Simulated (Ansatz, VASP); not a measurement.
## Mg8O9: VASP beside Ansatz

```xyz
17
Lattice="0.0000 4.2318 4.2318 4.2318 0.0000 4.2318 4.2318 4.2318 0.0000" Properties=species:S:1:pos:R:3 pbc="T T T"
Mg   -0.0368    0.0034    0.0336
Mg    2.1114    2.1509    0.0350
Mg    2.3303   -0.2164    1.8986
Mg    4.1934    2.1511    2.1183
Mg    0.0229    2.0915    2.1429
Mg    2.0198    4.3253    2.2101
Mg    2.0872    2.0932    4.2090
Mg    4.2525    4.2575    4.2095
O     2.1937    2.3748    2.0348
O     3.9702    4.1509    2.0330
O     4.2087    2.1373    4.2524
O     6.4285    4.1496    4.4932
O     2.0928    4.2530    4.2359
O     4.1520    6.4259    4.3090
O     4.2250    4.2530    6.3683
O     6.3243    6.3522    6.3686
O     5.5290    5.0457    2.9370
```

Alike in both runs: functional PBEsol; k mesh 2 × 2 × 2; occupations fermi-dirac, width 0.05 eV; collinear spin.

Ansatz relaxed the structure, and its values are those at the end. VASP's run is a single point on that final structure, the one shown.

|  | VASP | Ansatz |
| --- | --- | --- |
| version | VASP 6.6.1 | Ansatz 0.2.0 |
| potentials or method | VASP PAW PBE potentials, release 64 (Mg, O), cutoff 520 eV | scalar-relativistic, plane waves, PAW |
| valence electrons in the cell | 70 | 134 |

```tsv
	VASP	Ansatz	Ansatz less VASP
rms of the force components (eV/Å)	0.060	0.009	-0.0509
net moment per atom (μB)	0.03	0.12	+0.088
size of the moment on the site where the two differ most (μB)	0.17	0.71	+0.542
```

VASP's potentials were made for PBE, not for PBEsol, and Ansatz warns of the same on its side. Site moments also hang on the region over which each program counts them. VASP's potentials hold 70 valence electrons a cell and Ansatz's 134, so a difference there can come from the potentials and not from the codes.

The k mesh is coarse, so the values compare programs but aren't converged.
